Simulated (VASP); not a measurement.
# Mo (I4/mmm) in VASP: further runs

The runs below take Mo through single point, with PBEsol.

Program: VASP 6.6.1. These are calculated values, not measurements. Logs are shortened: lines on timing, memory, paths and dates and some standing lists are left out, and cuts for length are marked.

### 1 The cell of the first run

Symmetry: I4/mmm, No. 139, tetragonal system. Conventional cell: a = 3.083 Å, b = 3.083 Å, c = 3.317 Å, α = 90.00°, β = 90.00°, γ = 90.00°. Mo (site symmetry 4/mmm) has 14 Mo at 2.74 to 3.32 Å within 3.6 Å.

### 2 Single point, PBEsol (uniaxial strain along c: +6.0 %, then relaxed in part)

INCAR reads:

```
SYSTEM = Mo
PREC = Accurate ; ENCUT = 520
EDIFF = 1E-7 ; ISMEAR = 0
SIGMA = 0.1 ; LREAL = .False.
LASPH = .True. ; NELM = 60
ALGO = Fast ; ISIF = 2
LWAVE = .False. ; LCHARG = .False.
GGA = PS ; NBANDS = 21
```

KPOINTS reads:

```
Automatic mesh
0
Gamma
  14 14 14
  0 0 0
```

POSCAR reads:

```
Mo
1.0
    3.0826501177      0.0000000000      0.0000000000
    0.0000000000      3.0826501177      0.0000000000
    0.0000000000      0.0000000000      3.3171003657
Mo
2
Direct
    0.0000000000      0.0000000000      0.0000000000
    0.5000000000      0.5000000000      0.5000000000
```

Potentials or basis: VASP PAW PBE potentials, release 64 (Mo_sv).

Command:

```
$ cat potpaw_PBE.64/Mo_sv/POTCAR > POTCAR
$ mpirun -np 1 vasp_std > vasp.out
```

OUTCAR:

```text
SYSTEM = Mo
   PREC = Accurate
   ENCUT = 520
   EDIFF = 1E-7
   ISMEAR = 0
   LREAL = .False.
   LASPH = .True.
   NELM = 60
   ISIF = 2
   GGA = PS

 ion  position               nearest neighbor table
   1  0.000  0.000  0.000-   2 2.74   2 2.74   2 2.74   2 2.74   2 2.74   2 2.74   2 2.74   2 2.74

   2  0.500  0.500  0.500-   1 2.74   1 2.74   1 2.74   1 2.74   1 2.74   1 2.74   1 2.74   1 2.74

  LATTYP: Found a simple tetragonal cell.
 ALAT       =     3.0826501177
 C/A-ratio  =     1.0760547707

  Lattice vectors:

 A1 = (   3.0826501177,   0.0000000000,   0.0000000000)
 A2 = (   0.0000000000,   3.0826501177,   0.0000000000)
 A3 = (   0.0000000000,   0.0000000000,   3.3171003657)

Analysis of symmetry for initial positions (statically):
=====================================================================
 Subroutine PRICEL returns following result:

  LATTYP: Found a body centered tetragonal cell.
 ALAT       =     3.0826501177
 C/A-ratio  =     1.0760547707

  Lattice vectors:

 A1 = (  -1.5413250589,  -1.5413250589,  -1.6585501828)
 A2 = (   1.5413250589,   1.5413250589,  -1.6585501828)
 A3 = (   1.5413250589,  -1.5413250589,   1.6585501828)

   2 primitive cells build up your supercell.

 Routine SETGRP: Setting up the symmetry group for a
 simple tetragonal supercell.

 Subroutine GETGRP returns: Found 16 space group operations
 (whereof 16 operations were pure point group operations)
 out of a pool of 16 trial point group operations.

The static configuration has the point symmetry D_4h.

Analysis of symmetry for dynamics (positions and initial velocities):
=====================================================================
 Subroutine PRICEL returns following result:

  LATTYP: Found a body centered tetragonal cell.
 ALAT       =     3.0826501177
 C/A-ratio  =     1.0760547707

  Lattice vectors:

 A1 = (  -1.5413250589,  -1.5413250589,  -1.6585501828)
 A2 = (   1.5413250589,   1.5413250589,  -1.6585501828)
 A3 = (   1.5413250589,  -1.5413250589,   1.6585501828)

   2 primitive cells build up your supercell.

 Routine SETGRP: Setting up the symmetry group for a
 simple tetragonal supercell.

 Subroutine GETGRP returns: Found 16 space group operations
 (whereof 16 operations were pure point group operations)
 out of a pool of 16 trial point group operations.

The dynamic configuration has the point symmetry D_4h.

 Subroutine INISYM returns: Found 16 space group operations
 (whereof 16 operations are pure point group operations),
 and found     2 'primitive' translations

----------------------------------------------------------------------------------------

                                     Primitive cell

  volume of cell :      15.7608

  direct lattice vectors                    reciprocal lattice vectors
    -1.541325059 -1.541325059 -1.658550183     0.000000000 -0.324396205 -0.301468117
     1.541325059  1.541325059 -1.658550183     0.324396205  0.000000000 -0.301468117
     1.541325059 -1.541325059  1.658550183     0.324396205 -0.324396205  0.000000000

  length of vectors
     2.739006131  2.739006131  2.739006131     0.442849775  0.442849775  0.458765513

  position of ions in fractional coordinates (direct lattice)
     0.000000000  0.000000000  0.000000000

  ion indices of the primitive-cell ions
   primitive index   ion index
                 1           1

----------------------------------------------------------------------------------------

 KPOINTS: Automatic mesh

Automatic generation of k-mesh.
 Grid dimensions read from file:
 generate k-points for:   14   14   14

 Generating k-lattice:

  Cartesian coordinates                     Fractional coordinates (reciprocal lattice)
     0.023171158  0.000000000  0.000000000     0.071428571  0.000000000  0.000000000
     0.000000000  0.023171158  0.000000000     0.000000000  0.071428571  0.000000000
     0.000000000  0.000000000  0.021533437     0.000000000  0.000000000  0.071428571

  Length of vectors
     0.023171158  0.023171158  0.021533437

  Shift w.r.t. Gamma in fractional coordinates (k-lattice)
     0.000000000  0.000000000  0.000000000

 Subroutine IBZKPT returns following result:
 ===========================================

 Found    288 irreducible k-points:

 Following reciprocal coordinates:
            Coordinates               Weight
  0.000000  0.000000  0.000000      1.000000
  0.071429  0.000000  0.000000      4.000000
  0.142857  0.000000  0.000000      4.000000
  0.214286  0.000000  0.000000      4.000000
  0.285714  0.000000  0.000000      4.000000
  0.357143  0.000000  0.000000      4.000000
[... 16 lines left out ...]
  0.285714  0.214286  0.000000      8.000000
  0.357143  0.214286  0.000000      8.000000
 [... further k-points ...]
   k-points           NKPTS =    288   k-points in BZ     NKDIM =    288   number of bands    NBANDS=     21
   number of dos      NEDOS =    301   number of ions     NIONS =      2
   total plane-waves  NPLWV =  16128
   dimension x,y,z NGX =    24 NGY =   24 NGZ =   28
   dimension x,y,z NGXF=    48 NGYF=   48 NGZF=   56
   ions per type =               2
   NGX,Y,Z   is equivalent  to a cutoff of  12.94, 12.94, 14.03 a.u.
   NGXF,Y,Z  is equivalent  to a cutoff of  25.89, 25.89, 28.07 a.u.
 SYSTEM =  Mo
   PREC   = accura    normal or accurate (medium, high low for compatibility)
   ISTART =      0    job   : 0-new  1-cont  2-samecut
   ICHARG =      2    charge: 1-file 2-atom 10-const
   ISPIN  =      1    spin polarized calculation?
   LNONCOLLINEAR =      F non collinear calculations
   LSORBIT =      F    spin-orbit coupling
   LASPH  =      T    aspherical Exc in radial PAW
   ENCUT  =  520.0 eV  38.22 Ry    6.18 a.u.   5.73  5.73  6.17*2*pi/ulx,y,z
   NELM   =     60;   NELMIN=  2; NELMDL= -5     # of ELM steps
   EDIFF  = 0.1E-06   stopping-criterion for ELM
   LREAL  =      F    real-space projection
   EDIFFG = 0.1E-05   stopping-criterion for IOM
   NSW    =      0    number of steps for IOM
   IBRION =     -1    ionic relax: 0-MD 1-quasi-New 2-CG
   NFREE  =      0    steps in history (QN), initial steepest desc. (CG)
   ISIF   =      2    stress and relaxation
   ISYM   =      2    0-nonsym 1-usesym 2-fastsym
   POTIM  = 0.5000    time-step for ionic-motion
   TEBEG  =    0.0;   TEEND  =   0.0 temperature during run
   PSTRESS=    0.0 pullay stress
   NELECT =      28.0000    total number of electrons
   NUPDOWN=      -1.0000    fix difference up-down
   EMIN   =  10.00;   EMAX   =-10.00  energy-range for DOS
   EFERMI =   0.00;   METHOD = LEGACY
   ISMEAR =     0;   SIGMA  =   0.10  broadening in eV -4-tet -1-fermi 0-gaus
   EFERMI_NEDOS =   21; number of points for ismear=-14 and -15
   IALGO  =     68    algorithm
   IMIX   =      4    mixing-type and parameters
     AMIX     =   0.40;   BMIX     =  1.00
     AMIX_MAG =   1.60;   BMIX_MAG =  1.00
  volume/ion in A,a.u.               =      15.76       106.36
  Fermi-wavevector in a.u.,A,eV,Ry     =   1.573712  2.973884 33.695756  2.476568
  Thomas-Fermi vector in A             =   2.674955
   LORBIT       =      0    0 simple, 1 ext, 2 COOP (PROOUT), +10 PAW based schemes
   GGA     = PS    functional components
   LHFCALC =     F    Hartree Fock is set to
   AEXX    =    0.0000 exact exchange contribution
   IVDW    =     0    specifies the selected vdW correction
   LEPSILON=     F    determine dielectric tensor
   LRPA    =     F    only Hartree local field effects (RPA)
 non-spin polarized calculation
 RMM-DIIS sequential band-by-band and
 Gauss-broadening in eV      SIGMA  =   0.10
  energy-cutoff  :      520.00
  volume of cell :       31.52
 maximum number of plane-waves:       880
 NGX is ok and might be reduce to    24
   NGX = 11   NGY = 11   NGZ = 13

 number of electron      27.9999995 magnetization

 Free energy of the ion-electron system (eV)
  ---------------------------------------------------
  ext. energy  EPLUGINS =         0.00000000
  ---------------------------------------------------
  free energy    TOTEN  =       -23.44031602 eV

  energy without entropy =      -23.43296876  energy(sigma->0) =      -23.43664239

 E-fermi :  12.3408     XC(G=0): -13.4816

 val. band max:       12.3360879385   @ k =   0.2143   0.0000   0.1429
 cond. band min:      12.3426775161   @ k =   0.5000   0.1429   0.4286
 fundamental gap:      0.0065895776
 Fermi energy:        12.3407871429

 k-point     1 :       0.0000    0.0000    0.0000
  band No.  band energies     occupation
      1     -48.8553      2.00000
      2     -48.4214      2.00000
      3     -23.2411      2.00000
      4     -23.0313      2.00000
      5     -23.0313      2.00000
      6     -22.1692      2.00000
[... 13 lines left out ...]
     20      20.0518      0.00000
     21      21.9325      0.00000

 k-point     2 :       0.0714    0.0000    0.0000
  band No.  band energies     occupation
      1     -48.8487      2.00000
      2     -48.4256      2.00000
      3     -23.2271      2.00000
      4     -23.0366      2.00000
      5     -23.0196      2.00000
      6     -22.1866      2.00000
[... 13 lines left out ...]
     20      20.6333      0.00000
     21      21.5937      0.00000

 k-point     3 :       0.1429    0.0000    0.0000
  band No.  band energies     occupation
      1     -48.8294      2.00000
      2     -48.4381      2.00000
      3     -23.1859      2.00000
      4     -23.0498      2.00000
      5     -22.9852      2.00000
      6     -22.2668      2.00000
[... 13 lines left out ...]
     20      20.7365      0.00000
     21      21.9256      0.00000

 k-point     4 :       0.2143    0.0000    0.0000
  band No.  band energies     occupation
      1     -48.7988      2.00000
      2     -48.4589      2.00000
      3     -23.1197      2.00000
      4     -23.0633      2.00000
      5     -22.9299      2.00000
      6     -22.3871      2.00000
[... 13 lines left out ...]
     20      19.6471      0.00000
     21      23.5038      0.00000

 k-point     5 :       0.2857    0.0000    0.0000
  band No.  band energies     occupation
      1     -48.7590      2.00000
      2     -48.4877      2.00000
      3     -23.0669      2.00000
      4     -23.0322      2.00000
      5     -22.8572      2.00000
      6     -22.5303      2.00000
[... 13 lines left out ...]
     20      18.5424      0.00000
     21      25.2175      0.00000

 k-point     6 :       0.3571    0.0000    0.0000
  band No.  band energies     occupation
      1     -48.7129      2.00000
      2     -48.5240      2.00000
      3     -23.0499      2.00000
      4     -22.9279      2.00000
      5     -22.7709      2.00000
      6     -22.6782      2.00000
[... 13 lines left out ...]
     20      17.5633      0.00000
     21      26.9865      0.00000

 k-point     7 :       0.4286    0.0000    0.0000
  band No.  band energies     occupation
      1     -48.6635      2.00000
      2     -48.5666      2.00000
      3     -23.0040      2.00000
      4     -22.8140      2.00000
      5     -22.8126      2.00000
      6     -22.6760      2.00000
[... 13 lines left out ...]
     20      16.7864      0.00000
     21      27.4613      0.00000
[... 291 lines left out ...]
      1     -48.6535      2.00000
      2     -48.5660      2.00000
      3     -23.1553      2.00000
      4     -22.9875      2.00000
      5     -22.7942      2.00000
      6     -22.5783      2.00000
[... 13 lines left out ...]
     20      17.1246      0.00000
     21      26.3407      0.00000

 k-point    21 :       0.5000    0.1429    0.0000
  band No.  band energies     occupation
      1     -48.6085      2.00000
      2     -48.6085      2.00000
      3     -23.0885      2.00000
      4     -23.0885      2.00000
      5     -22.6854      2.00000
      6     -22.6854      2.00000
[... 13 lines left out ...]
     20      16.2579      0.00000
     21      26.5673      0.00000

 k-point    22 :       0.2143    0.2143    0.0000
  band No.  band energies     occupation
      1     -48.7518      2.00000
      2     -48.4856      2.00000
      3     -23.2236      2.00000
      4     -23.0202      2.00000
      5     -22.7328      2.00000
      6     -22.7087      2.00000
[... 13 lines left out ...]
     20      20.9480      0.00000
     21      23.0726      0.00000

 k-point    23 :       0.2857    0.2143    0.0000
  band No.  band energies     occupation
      1     -48.7192      2.00000
      2     -48.5067      2.00000
      3     -23.2670      2.00000
      4     -22.9490      2.00000
      5     -22.8600      2.00000
      6     -22.6450      2.00000
[... 13 lines left out ...]
     20      19.9775      0.00000
     21      23.8049      0.00000

 k-point    24 :       0.3571    0.2143    0.0000
  band No.  band energies     occupation
      1     -48.6818      2.00000
      2     -48.5337      2.00000
      3     -23.2845      2.00000
      4     -23.0032      2.00000
      5     -22.8650      2.00000
      6     -22.5554      2.00000
[... 13 lines left out ...]
     20      18.6652      0.00000
     21      24.7640      0.00000

 [... further k-points ...]

------------------------ aborting loop because EDIFF is reached ----------------------------------------

  FORCE on cell =-STRESS in cart. coord.  units (eV):
  Direction    XX          YY          ZZ          XY          YZ          ZX
  --------------------------------------------------------------------------------------
  -------------------------------------------------------------------------------------
  Total        0.0924086      0.0924086     -3.8212345      0.0000000      0.0000000      0.0000000
  in kB        4.6969496      4.6969496   -194.2259237      0.0000000      0.0000000      0.0000000
  external PRESSURE =     -61.6106749 kB  Pullay stress =       0.0000000 kB

 VOLUME and BASIS-vectors are now :
 -----------------------------------------------------------------------------
  energy-cutoff  :      520.00
  volume of cell :       31.52
      direct lattice vectors                 reciprocal lattice vectors
     3.082650118  0.000000000  0.000000000     0.324396205  0.000000000  0.000000000
     0.000000000  3.082650118  0.000000000     0.000000000  0.324396205  0.000000000
     0.000000000  0.000000000  3.317100366     0.000000000  0.000000000  0.301468117

 POSITION                                       TOTAL-FORCE (eV/Angst)
 -----------------------------------------------------------------------------------
      0.00000      0.00000      0.00000         0.000000      0.000000     -0.000000
      1.54133      1.54133      1.65855        -0.000000     -0.000000      0.000000
 -----------------------------------------------------------------------------------
    total drift:                                0.000000      0.000000     -0.000000

  FREE ENERGIE OF THE ION-ELECTRON SYSTEM (eV)
  ---------------------------------------------------
  free  energy   TOTEN  =       -23.4403160215 eV

  energy  without entropy=      -23.4329687630  energy(sigma->0) =      -23.43664239
```

It took 93 s on 1 thread of Intel Xeon Platinum 8488C (Sapphire Rapids), shared host; peak memory 0.22 GiB.

What came out:

| Quantity | Value |
| --- | --- |
| Free energy | -23.4403 eV |
| Pressure | -6.2 GPa |
| Band gap on the k mesh | zero (band 14 reaches 14.31 eV, above the bottom of band 15 at 11.50 eV) |

Stress tensor (GPa, compression positive):
```
  0.47   0.00   0.00
  0.00   0.47   0.00
  0.00   0.00 -19.42
```

Levels at points of the mesh, in eV from the Fermi level:
```tsv
k point	band 12	band 13	band 14	band 15	band 16	band 17
(0.00, 0.00, 0.00)	-1.57	-1.57	-0.79	1.06	2.06	3.79
(0.50, 0.00, 0.00)	-2.58	-1.07	-1.07	-0.49	-0.49	0.78
(0.50, 0.50, 0.00)	-3.91	1.97	1.97	2.33	2.33	2.64
(0.00, 0.00, 0.50)	-2.84	-0.30	-0.30	-0.30	-0.30	1.15
(0.50, 0.00, 0.50)	-3.06	1.02	1.02	1.40	1.40	2.41
(0.50, 0.50, 0.50)	-2.49	-2.49	-2.49	2.07	2.07	2.71
```

Caveat: the cell differs from its parent crystal (uniaxial strain along c: +6.0 %, then relaxed in part); the PAW data sets were made with another functional, which shifts forces and pressure a little.

### 3 Single point, PBEsol (uniaxial strain along c: +6.0 %)

INCAR reads:

```
PREC = Accurate
ENCUT = 520
EDIFF = 1E-7
ISMEAR = 0
SIGMA = 0.1
LREAL = F
LASPH = T
NELM = 60
ALGO = Fast
ISIF = 2
LWAVE = F
LCHARG = F
GGA = PS
NBANDS = 21
```

KPOINTS reads:

```
Automatic mesh
0
Gamma
  14 14 14
```

POSCAR reads:

```
Mo
1.0
    3.0823998681      0.0000000000      0.0000000000
    0.0000000000      3.0823998681      0.0000000000
    0.0000000000      0.0000000000      3.3171003657
Mo
2
Direct
    0.0000000000      0.0000000000      0.0000000000
    0.5000000000      0.5000000000      0.5000000000
```

Potentials or basis: VASP PAW PBE potentials, release 64 (Mo_sv).

Command:

```
$ cat potpaw_PBE.64/Mo_sv/POTCAR > POTCAR
$ mpirun -np 1 vasp_std > vasp.out
```

It took 77 s on 1 thread of Intel Xeon Platinum 8488C (Sapphire Rapids), shared host; peak memory 0.25 GiB.

The run converged. Its results:

```yaml
Free_energy: -23.4403 eV
Pressure: -6.1 GPa
Band_gap_on_the_k_mesh: zero (band 14 reaches 14.31 eV, above the bottom of band 15 at 11.50 eV)
```

Stress tensor (GPa, compression positive):
```
  0.52   0.00   0.00
  0.00   0.52   0.00
  0.00   0.00 -19.40
```

Levels at points of the mesh, in eV from the Fermi level:
| k point | band 12 | band 13 | band 14 | band 15 | band 16 | band 17 |
| --- | --- | --- | --- | --- | --- | --- |
| (0.00, 0.00, 0.00) | -1.57 | -1.57 | -0.78 | 1.06 | 2.07 | 3.79 |
| (0.50, 0.00, 0.00) | -2.58 | -1.07 | -1.07 | -0.49 | -0.49 | 0.78 |
| (0.50, 0.50, 0.00) | -3.91 | 1.97 | 1.97 | 2.33 | 2.33 | 2.64 |
| (0.00, 0.00, 0.50) | -2.84 | -0.30 | -0.30 | -0.30 | -0.30 | 1.15 |
| (0.50, 0.00, 0.50) | -3.06 | 1.02 | 1.02 | 1.40 | 1.40 | 2.41 |
| (0.50, 0.50, 0.50) | -2.49 | -2.49 | -2.49 | 2.07 | 2.07 | 2.72 |

Caveat: the cell differs from its parent crystal (uniaxial strain along c: +6.0 %); the PAW data sets were made with another functional, which shifts forces and pressure a little.
